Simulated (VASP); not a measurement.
Input of a VASP 6.6.1 run:

The input INCAR:

```
PREC = Accurate
ENCUT = 520
EDIFF = 1E-6
ISMEAR = 0
SIGMA = 0.1
LREAL = Auto
LASPH = T
NELM = 60
ALGO = Fast
ISIF = 2
LWAVE = F
LCHARG = T
GGA = PS
LELF = T
LVHAR = T
NBANDS = 148
ISYM = 0
```

KPOINTS

```
Automatic mesh
0
Gamma
  2 2 2
  0.5 0.5 0.5
```

POSCAR

```
Ir2Ru5
1.0
    2.6427196944     -4.6047611023     -4.1852800939
   -5.3371338695      0.0068998877     -4.2255355993
    2.6533509951      4.6369748307     -4.2138464831
Ru Ir
15 6
Direct
    0.4211779249      0.5780151751      0.7477759364
    0.0838101600      0.2491280005      0.4140831679
    0.7512733470      0.9063389046      0.0786340104
    0.2513439174      0.4145863153      0.0855253337
    0.9153640849      0.0797610013      0.7485586032
    0.5874140720      0.7452413662      0.4196692842
    0.0786576982      0.7504379525      0.9129744322
    0.4192081640      0.0852351998      0.2504965422
    0.2482753363      0.0819458934      0.9141944130
    0.5854423493      0.4164936561      0.2601890727
    0.4233980653      0.2487822578      0.5818767666
    0.0817812671      0.9163299699      0.2436814215
    0.5825933249      0.9161611846      0.7477807437
    0.2477836685      0.5830173230      0.4198568035
    0.9179758860      0.2512065299      0.0815358782
    0.0806201419      0.4151846509      0.7479315792
    0.7526717024      0.0823831366      0.4172155505
    0.4173676873      0.7478527235      0.0828655260
    0.5858545784      0.2581363895      0.9161979893
    0.2394070746      0.9153210040      0.5821711527
    0.9129999000      0.5833899913      0.2492443723
```

Potentials or basis: VASP PAW PBE potentials, release 64 (Ru_pv, Ir).

The run is started by

```bash
$ cat potpaw_PBE.64/Ru_pv/POTCAR potpaw_PBE.64/Ir/POTCAR > POTCAR
$ mpirun -np 1 vasp_std > vasp.out
```

(1) What does it give for the band gap on the k mesh?

(2) Predict the largest force.

(3) What does it give for the pressure?

Answers

(1) zero (bands 132 and 133 overlap by 0.28 eV).

(2) 0.048 eV/Å.

(3) 0.3 GPa.

Caveat: the k points lie up to 0.47 Å⁻¹ apart; the PAW data sets were made with another functional, which shifts forces and pressure a little; spin-orbit coupling is left out, which moves the levels of the heavy elements.
